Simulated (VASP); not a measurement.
A run of VASP 6.6.1:

Contents of INCAR:

```
SYSTEM = H22CO11
ALGO = Normal
EDIFF = 1E-7
ENCUT = 520
GGA = PE
ISIF = 2
ISMEAR = -1
IVDW = 12
LASPH = .True.
LCHARG = .False.
LREAL = Auto
LWAVE = .False.
NBANDS = 69
NELM = 60
PREC = Accurate
SIGMA = 0.02
```

Contents of KPOINTS:

```
k-points
0
Gamma
  1 1 1
  0 0 0
```

POSCAR

```
H22CO11
1.0
    7.1203670000      0.0000000000      0.0000000000
    0.0000000000      7.1203670000      0.0000000000
    0.0000000000      0.0000000000      7.1203670000
O H C
11 22 1
Direct
    0.3102649063      0.7874874989      0.2648739875
    0.7698339145      0.1202887435      0.9009086189
    0.5470364098      0.2101155741      0.2505769717
    0.4344017661      0.3257837693      0.5789870101
    0.7345969667      0.8527509888      0.2656885523
    0.8933528286      0.6468065480      0.7826843757
    0.9975749845     -0.0625950881      0.5234280761
    0.0582694684      0.4489375337      1.0324608268
   -0.0562049681      0.3943757393      0.4714785067
    0.2188089462      0.0801924957      0.0721592019
    0.3502066677      0.8099863392      0.8629049598
    0.2304094719      0.8961757168      0.2461811308
    0.2806877792      0.7432201177      0.3938280148
    0.7134182831      0.1542195789      1.0168296100
    0.8909372228      0.0675948304      0.9195452987
    0.4282784862      0.2707725599      0.2118851458
    0.4974181808      0.0745607635      0.2259434099
    0.4476033328      0.2565036325      0.4666894277
    0.5018982870      0.2517847746      0.6610895197
    0.6540674097      0.7723899625      0.3396454143
    0.7710557616      0.7962370479      0.1459334891
    0.9712561164      0.7463800672      0.7085168503
    0.8195925856      0.5737485161      0.6988403828
    1.0136134837      0.0583818222      0.5979326627
    0.8779322751     -0.0566262947      0.4529682248
    0.0821446423      0.5781443569      1.0985950584
    0.0241139256      0.4999601846      0.9075094023
    0.0055334226      0.4775736981      0.3850082447
   -0.1720416939      0.3495185009      0.4073525985
    0.1334481776      0.1995262323      0.0753472398
    0.2606466773      0.0302933823     -0.0601092612
    0.4576589943      0.9014703877      0.6208387854
    0.5975113361      0.7212830462      0.7986245653
    0.4816605661      0.8166573436      0.7560986674
```

Potentials or basis: VASP PAW PBE potentials, release 64 (O, H, C).

The run is started by

```console
$ cat potpaw_PBE.64/O/POTCAR potpaw_PBE.64/H/POTCAR potpaw_PBE.64/C/POTCAR > POTCAR
$ mpirun -np 1 vasp_gam > vasp.out
```

Hardware: 1 thread of Intel(R) Xeon(R) Platinum 8375C CPU @ 2.90GHz (Ice Lake), on a shared host.

Problem. Estimate the wall time of this run.

Solution. Wall time 52 s on 1 thread of Intel(R) Xeon(R) Platinum 8375C CPU @ 2.90GHz (Ice Lake), with other jobs on the host, peak memory 0.39 GiB. Counts: scf iterations 17, k points 1.
